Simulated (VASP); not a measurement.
# Br (P6_3/mmc) in VASP: further runs

Br is run at these levels: PBE; tasks: single point, relaxation of cell and atoms.

All numbers are computed with VASP 6.6.1; they aren't measurements. Logs are shortened: lines on timing, memory, paths and dates and some standing lists are left out, and cuts for length are marked.

## Step 1: The cell of the first run

Symmetry: P6_3/mmc, No. 194, hexagonal system. Conventional cell: a = 2.869 Å, b = 2.869 Å, c = 6.328 Å, α = 90.00°, β = 90.00°, γ = 120.00°. Br (site symmetry -6m2) has 12 Br at 2.87 to 3.57 Å within 3.8 Å.

## Step 2: Single point, PBE

The input, INCAR:

```
ALGO = Normal
EDIFF = 1E-6
ENCUT = 520
GGA = PE
ISIF = 2
ISMEAR = 0
LASPH = True
LCHARG = False
LREAL = False
LWAVE = False
NBANDS = 14
NELM = 80
PREC = Accurate
SIGMA = 0.02
```

The input, KPOINTS:

```
k-points
0
Gamma
  8 8 4
```

The input, POSCAR:

```
Br
1.0
    2.8685229216      0.0000000000      0.0000000000
   -1.4342614608      2.4842137215      0.0000000000
    0.0000000000      0.0000000000      6.3277804434
Br
2
Direct
    0.3333333333      0.6666666667      0.2500000000
    0.6666666667      0.3333333333      0.7500000000
```

Potentials or basis: VASP PAW PBE potentials, release 64 (Br).

Launch:

```console
> cat potpaw_PBE.64/Br/POTCAR > POTCAR
> mpirun -np 1 vasp_std > vasp.out
```

OUTCAR:

```text
EDIFF = 1E-6
   ENCUT = 520
   GGA = PE
   ISIF = 2
   ISMEAR = 0
   LASPH = True
   LREAL = False
   NELM = 80
   PREC = Accurate

 ion  position               nearest neighbor table
   1  0.333  0.667  0.250-
   2  0.667  0.333  0.750-

  LATTYP: Found a hexagonal cell.
 ALAT       =     2.8685229216
 C/A-ratio  =     2.2059368589

  Lattice vectors:

 A1 = (   2.8685229216,   0.0000000000,   0.0000000000)
 A2 = (  -1.4342614608,   2.4842137215,   0.0000000000)
 A3 = (   0.0000000000,   0.0000000000,   6.3277804434)

Analysis of symmetry for initial positions (statically):
=====================================================================
 Subroutine PRICEL returns:
 Original cell was already a primitive cell.

 Routine SETGRP: Setting up the symmetry group for a
 hexagonal supercell.

 Subroutine GETGRP returns: Found 24 space group operations
 (whereof 12 operations were pure point group operations)
 out of a pool of 24 trial point group operations.

The static configuration has the point symmetry D_3d.
 The point group associated with its full space group is D_6h.

Analysis of symmetry for dynamics (positions and initial velocities):
=====================================================================
 Subroutine PRICEL returns:
 Original cell was already a primitive cell.

 Routine SETGRP: Setting up the symmetry group for a
 hexagonal supercell.

 Subroutine GETGRP returns: Found 24 space group operations
 (whereof 12 operations were pure point group operations)
 out of a pool of 24 trial point group operations.

The dynamic configuration has the point symmetry D_3d.
 The point group associated with its full space group is D_6h.

 Subroutine INISYM returns: Found 24 space group operations
 (whereof 12 operations are pure point group operations),
 and found     1 'primitive' translations

----------------------------------------------------------------------------------------

                                     Primitive cell

  volume of cell :      45.0919

  direct lattice vectors                    reciprocal lattice vectors
     2.868522922  0.000000000  0.000000000     0.348611473  0.201270928  0.000000000
    -1.434261461  2.484213722  0.000000000     0.000000000  0.402541855  0.000000000
     0.000000000  0.000000000  6.327780443     0.000000000  0.000000000  0.158033296

  length of vectors
     2.868522922  2.868522922  6.327780443     0.402541855  0.402541855  0.158033296

  position of ions in fractional coordinates (direct lattice)
     0.333333333  0.666666667  0.250000000
     0.666666667  0.333333333  0.750000000

  ion indices of the primitive-cell ions
   primitive index   ion index
                 1           1
                 2           2

----------------------------------------------------------------------------------------

 KPOINTS: k-points

Automatic generation of k-mesh.
 Grid dimensions read from file:
 generate k-points for:    8    8    4

 Generating k-lattice:

  Cartesian coordinates                     Fractional coordinates (reciprocal lattice)
     0.043576434  0.025158866  0.000000000     0.125000000  0.000000000  0.000000000
     0.000000000  0.050317732  0.000000000     0.000000000  0.125000000  0.000000000
     0.000000000  0.000000000  0.039508324     0.000000000  0.000000000  0.250000000

  Length of vectors
     0.050317732  0.050317732  0.039508324

  Shift w.r.t. Gamma in fractional coordinates (k-lattice)
     0.000000000  0.000000000  0.000000000

 Subroutine IBZKPT returns following result:
 ===========================================

 Found     30 irreducible k-points:

 Following reciprocal coordinates:
            Coordinates               Weight
  0.000000  0.000000  0.000000      1.000000
  0.125000 -0.000000  0.000000      6.000000
  0.250000 -0.000000  0.000000      6.000000
  0.375000 -0.000000  0.000000      6.000000
  0.500000 -0.000000  0.000000      3.000000
  0.125000  0.125000  0.000000      6.000000
[... 16 lines left out ...]
  0.250000 -0.000000  0.500000      6.000000
  0.375000 -0.000000  0.500000      6.000000
 [... further k-points ...]
   k-points           NKPTS =     30   k-points in BZ     NKDIM =     30   number of bands    NBANDS=     14
   number of dos      NEDOS =    301   number of ions     NIONS =      2
   total plane-waves  NPLWV =  27648
   dimension x,y,z NGX =    24 NGY =   24 NGZ =   48
   dimension x,y,z NGXF=    48 NGYF=   48 NGZF=   96
   ions per type =               2
   NGX,Y,Z   is equivalent  to a cutoff of  13.91, 13.91, 12.61 a.u.
   NGXF,Y,Z  is equivalent  to a cutoff of  27.82, 27.82, 25.22 a.u.
 SYSTEM =  unknown system
   PREC   = accura    normal or accurate (medium, high low for compatibility)
   ISTART =      0    job   : 0-new  1-cont  2-samecut
   ICHARG =      2    charge: 1-file 2-atom 10-const
   ISPIN  =      1    spin polarized calculation?
   LNONCOLLINEAR =      F non collinear calculations
   LSORBIT =      F    spin-orbit coupling
   LASPH  =      T    aspherical Exc in radial PAW
   ENCUT  =  520.0 eV  38.22 Ry    6.18 a.u.   5.33  5.33 11.77*2*pi/ulx,y,z
   NELM   =     80;   NELMIN=  2; NELMDL= -5     # of ELM steps
   EDIFF  = 0.1E-05   stopping-criterion for ELM
   LREAL  =      F    real-space projection
   EDIFFG = 0.1E-04   stopping-criterion for IOM
   NSW    =      0    number of steps for IOM
   IBRION =     -1    ionic relax: 0-MD 1-quasi-New 2-CG
   NFREE  =      0    steps in history (QN), initial steepest desc. (CG)
   ISIF   =      2    stress and relaxation
   ISYM   =      2    0-nonsym 1-usesym 2-fastsym
   POTIM  = 0.5000    time-step for ionic-motion
   TEBEG  =    0.0;   TEEND  =   0.0 temperature during run
   PSTRESS=    0.0 pullay stress
   NELECT =      14.0000    total number of electrons
   NUPDOWN=      -1.0000    fix difference up-down
   EMIN   =  10.00;   EMAX   =-10.00  energy-range for DOS
   EFERMI =   0.00;   METHOD = LEGACY
   ISMEAR =     0;   SIGMA  =   0.02  broadening in eV -4-tet -1-fermi 0-gaus
   EFERMI_NEDOS =   21; number of points for ismear=-14 and -15
   IALGO  =     38    algorithm
   IMIX   =      4    mixing-type and parameters
     AMIX     =   0.40;   BMIX     =  1.00
     AMIX_MAG =   1.60;   BMIX_MAG =  1.00
  volume/ion in A,a.u.               =      22.55       152.15
  Fermi-wavevector in a.u.,A,eV,Ry     =   1.108540  2.094836 16.719661  1.228860
  Thomas-Fermi vector in A             =   2.245068
   LORBIT       =      0    0 simple, 1 ext, 2 COOP (PROOUT), +10 PAW based schemes
   GGA     = PE    functional components
   LHFCALC =     F    Hartree Fock is set to
   AEXX    =    0.0000 exact exchange contribution
   IVDW    =     0    specifies the selected vdW correction
   LEPSILON=     F    determine dielectric tensor
   LRPA    =     F    only Hartree local field effects (RPA)
 non-spin polarized calculation
 Gauss-broadening in eV      SIGMA  =   0.02
  energy-cutoff  :      520.00
  volume of cell :       45.09
 maximum number of plane-waves:      1236
 NGX is ok and might be reduce to    24
   NGX = 11   NGY = 11   NGZ = 23

 number of electron      14.0000000 magnetization

 Free energy of the ion-electron system (eV)
  ---------------------------------------------------
  ext. energy  EPLUGINS =         0.00000000
  ---------------------------------------------------
  free energy    TOTEN  =        -2.09830003 eV

  energy without entropy =       -2.09787843  energy(sigma->0) =       -2.09808923

 E-fermi :   3.6345     XC(G=0):  -9.9377

 val. band max:        3.5815690631   @ k =   0.3750  -0.0000   0.0000
 cond. band min:       3.6440306497   @ k =   0.3750  -0.0000   0.2500
 fundamental gap:      0.0624615866
 Fermi energy:         3.6344939523

 k-point     1 :       0.0000    0.0000    0.0000
  band No.  band energies     occupation
      1     -13.5399      2.00000
      2     -12.8765      2.00000
      3      -2.1665      2.00000
      4       1.9068      2.00000
      5       5.6495      0.00000
      6       5.6495      0.00000
      7       5.8453      0.00000
      8       5.8453      0.00000
      9       9.8943      0.00000
     10      14.7461      0.00000
     11      15.5795      0.00000
     12      17.2169      0.00000
     13      17.2169      0.00000
     14      17.6889      0.00000

 k-point     2 :       0.1250   -0.0000    0.0000
  band No.  band energies     occupation
      1     -13.2517      2.00000
      2     -12.6028      2.00000
      3      -1.8574      2.00000
      4       2.0952      2.00000
      5       3.9213      0.00000
      6       4.2313      0.00000
      7       5.1814      0.00000
      8       5.4837      0.00000
      9      10.2851      0.00000
     10      14.9499      0.00000
     11      15.9129      0.00000
     12      16.7723      0.00000
     13      17.2811      0.00000
     14      17.8295      0.00000

 k-point     3 :       0.2500   -0.0000    0.0000
  band No.  band energies     occupation
      1     -12.4369      2.00000
      2     -11.8425      2.00000
      3      -0.9679      2.00000
      4       0.7980      2.00000
      5       1.2296      2.00000
      6       2.5418      2.00000
      7       4.2916      0.00000
      8       4.6997      0.00000
      9      11.3458      0.00000
     10      13.0395      0.00000
     11      13.7891      0.00000
     12      14.0762      0.00000
     13      16.2072      0.00000
     14      19.1918      0.00000

 k-point     4 :       0.3750   -0.0000    0.0000
  band No.  band energies     occupation
      1     -11.3205      2.00000
      2     -10.8691      2.00000
      3      -1.8927      2.00000
      4      -1.4461      2.00000
      5       0.3340      2.00000
      6       2.8063      2.00000
      7       3.5816      1.99982
      8       4.0377      0.00000
      9      11.1456      0.00000
     10      11.7765      0.00000
     11      12.5038      0.00000
     12      13.4755      0.00000
     13      14.2615      0.00000
     14      18.2046      0.00000

 k-point     5 :       0.5000   -0.0000    0.0000
  band No.  band energies     occupation
      1     -10.6398      2.00000
      2     -10.3938      2.00000
      3      -3.0155      2.00000
      4      -2.6338      2.00000
      5       1.2957      2.00000
      6       2.5537      2.00000
      7       3.3214      2.00000
      8       3.7908      0.00000
      9      10.2294      0.00000
     10      11.3542      0.00000
     11      12.3009      0.00000
[... 276 lines left out ...]
 k-point    22 :       0.1250   -0.0000    0.5000
  band No.  band energies     occupation
      1     -12.9481      2.00000
      2     -12.9481      2.00000
      3      -0.2260      2.00000
      4      -0.2260      2.00000
      5       4.0951      0.00000
      6       4.0951      0.00000
      7       5.3290      0.00000
      8       5.3290      0.00000
      9      13.9225      0.00000
     10      13.9225      0.00000
     11      15.4139      0.00000
     12      15.4139      0.00000
     13      17.2651      0.00000
     14      17.2651      0.00000

 k-point    23 :       0.2500   -0.0000    0.5000
  band No.  band energies     occupation
      1     -12.1569      2.00000
      2     -12.1569      2.00000
      3       0.3312      2.00000
      4       0.3312      2.00000
      5       1.2431      2.00000
      6       1.2431      2.00000
      7       4.4885      0.00000
      8       4.4885      0.00000
      9      12.8553      0.00000
     10      12.8553      0.00000
     11      13.8291      0.00000
     12      13.8291      0.00000
     13      17.9891      0.00000
     14      17.9891      0.00000

 k-point    24 :       0.3750   -0.0000    0.5000
  band No.  band energies     occupation
      1     -11.1036      2.00000
      2     -11.1036      2.00000
      3      -1.7564      2.00000
      4      -1.7564      2.00000
      5       1.6384      2.00000
      6       1.6384      2.00000
      7       3.8006      0.00000
      8       3.8006      0.00000
      9      11.1296      0.00000
     10      11.1296      0.00000
     11      12.4644      0.00000
     12      12.4644      0.00000
     13      18.0370      0.00000
     14      18.0370      0.00000

 [... further k-points ...]
[... 5 lines left out ...]
  --------------------------------------------------------------------------------------
  -------------------------------------------------------------------------------------
  Total        2.8171180      2.8171180      2.8125483      0.0000000     -0.0000000      0.0000000
  in kB      100.0960493    100.0960493     99.9336819      0.0000000     -0.0000000      0.0000000
  external PRESSURE =     100.0419268 kB  Pullay stress =       0.0000000 kB

 VOLUME and BASIS-vectors are now :
 -----------------------------------------------------------------------------
  energy-cutoff  :      520.00
  volume of cell :       45.09
      direct lattice vectors                 reciprocal lattice vectors
     2.868522922  0.000000000  0.000000000     0.348611473  0.201270928  0.000000000
    -1.434261461  2.484213722  0.000000000     0.000000000  0.402541855  0.000000000
     0.000000000  0.000000000  6.327780443     0.000000000  0.000000000  0.158033296

 POSITION                                       TOTAL-FORCE (eV/Angst)
 -----------------------------------------------------------------------------------
     -0.00000      1.65614      1.58195         0.000000      0.000000      0.000000
      1.43426      0.82807      4.74584        -0.000000      0.000000      0.000000
 -----------------------------------------------------------------------------------
    total drift:                                0.000000     -0.000000      0.000000

  FREE ENERGIE OF THE ION-ELECTRON SYSTEM (eV)
  ---------------------------------------------------
  free  energy   TOTEN  =        -2.0983000260 eV

  energy  without entropy=       -2.0978784285  energy(sigma->0) =       -2.09808923
```

Run time: 11 s. Hardware: 1 thread of Intel Xeon Platinum 8375C at 2.90GHz (Ice Lake), shared host; peak memory 0.16 GiB.

Results:

```yaml
Free_energy: -2.0983 eV
Pressure: 10.0 GPa
Band_gap_on_the_k_mesh: zero (band 7 reaches 5.85 eV, above the bottom of band 8 at 2.20 eV)
```

Levels at points of the mesh, in eV from the Fermi level:
```tsv
k point	band 4	band 5	band 6	band 7	band 8	band 9	band 10	band 11
(0.00, 0.00, 0.00)	-1.73	2.02	2.02	2.21	2.21	6.26	11.11	11.95
(0.50, 0.00, 0.00)	-6.27	-2.34	-1.08	-0.31	0.16	6.59	7.72	8.67
(0.00, 0.00, 0.50)	-4.13	2.11	2.11	2.11	2.11	10.35	10.35	11.61
(0.50, 0.00, 0.50)	-6.54	-1.47	-1.47	-0.09	-0.09	6.58	6.58	8.34
```

Caveat: this functional lacks dispersion, which binds the layers, so the pressure and a relaxed spacing across them are unreliable.

(Part 1 of 2 ends here.)
